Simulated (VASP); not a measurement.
Wanted: the native input for a VASP 6.6.1 run.

```
Task                   : single point
Functional             : r2SCAN
Potentials or basis    : VASP PAW PBE potentials, release 64 (Si, O)
Cutoff                 : 520 eV
k mesh                 : 6 × 6 × 8
Occupations            : gaussian, width 0.05 eV
Spin                   : no spin polarisation
Dipole correction      : no
Further INCAR settings : ALGO = Normal; EDIFF = 1e-06; NBANDS = 25
```

The system is SiO2.

```
Si O
1.0
     4.18541    0.00000    0.00000
     0.00000    4.31097    0.00000
     0.00000    0.00000    2.66874
Si O
2 4
Direct
  0.50000 0.50000 0.50000
  0.00000 0.00000 0.00000
  0.69389 0.69389 0.00000
  0.19389 0.80611 0.50000
  0.30611 0.30611 0.00000
  0.80611 0.19389 0.50000
```

This cell differs from its parent crystal: strain +0.0300 x Voigt [0, 1, 0, 0, 0, 0].

One way to write it, as run:

POSCAR

```
SiO2
1.0
    4.1854060871      0.0000000000      0.0000000000
    0.0000000000      4.3109682697      0.0000000000
    0.0000000000      0.0000000000      2.6687449852
Si O
2 4
Direct
    0.5000000000      0.5000000000      0.5000000000
    0.0000000000      0.0000000000      0.0000000000
    0.6938852015      0.6938852015      0.0000000000
    0.1938852015      0.8061147985      0.5000000000
    0.3061147985      0.3061147985      0.0000000000
    0.8061147985      0.1938852015      0.5000000000
```

INCAR.step1

```
PREC     = Accurate       # precision mode
ENCUT    = 520            # plane-wave cutoff, eV
ISMEAR   = 0              # smearing method
SIGMA    = 0.05           # smearing width, eV
LREAL    = F              # projectors in reciprocal space
LASPH    = T              # aspherical terms in the spheres
NELM     = 100            # most SCF steps
NBANDS   = 25             # bands
GGA      = PE             # functional
ALGO     = Normal         # electronic algorithm
EDIFF    = 1E-4           # SCF threshold, eV
LWAVE    = T              # write WAVECAR
LCHARG   = F              # write CHGCAR
```

INCAR.step2

```
PREC     = Accurate       # precision mode
ENCUT    = 520            # plane-wave cutoff, eV
EDIFF    = 1E-6           # SCF threshold, eV
ISMEAR   = 0              # smearing method
SIGMA    = 0.05           # smearing width, eV
LREAL    = F              # projectors in reciprocal space
LASPH    = T              # aspherical terms in the spheres
NELM     = 100            # most SCF steps
ALGO     = Normal         # electronic algorithm
ISIF     = 2              # what is computed and relaxed
LWAVE    = F              # write WAVECAR
LCHARG   = F              # write CHGCAR
METAGGA  = R2SCAN         # meta-GGA
LMIXTAU  = T            
NBANDS   = 25             # bands
ISTART   = 1
```

KPOINTS

```
regular mesh
0
Gamma
  6 6 8
```

Potentials or basis: VASP PAW PBE potentials, release 64 (Si, O).

Run with:

```console
$ cat potpaw_PBE.64/Si/POTCAR potpaw_PBE.64/O/POTCAR > POTCAR
$ cp INCAR.step1 INCAR
$ mpirun -np 1 vasp_std > vasp.out
$ cp INCAR.step2 INCAR
$ mpirun -np 1 vasp_std > vasp.out
```

Results of the run:

```yaml
Pressure: -8.3 GPa
Largest_force: 0.329 eV/Å
Band_gap_on_the_k_mesh: 6.00 eV, direct
```

Caveat: the cell differs from its parent crystal (strain +0.0300 x Voigt [0, 1, 0, 0, 0, 0]); the PAW data sets were made with another functional, which shifts forces and pressure a little.

Run time: 2.3 min on 1 thread of Intel(R) Xeon(R) Platinum 8124M CPU @ 3.00GHz (Skylake/Cascade Lake), on a shared host, peak memory 0.2 GiB.
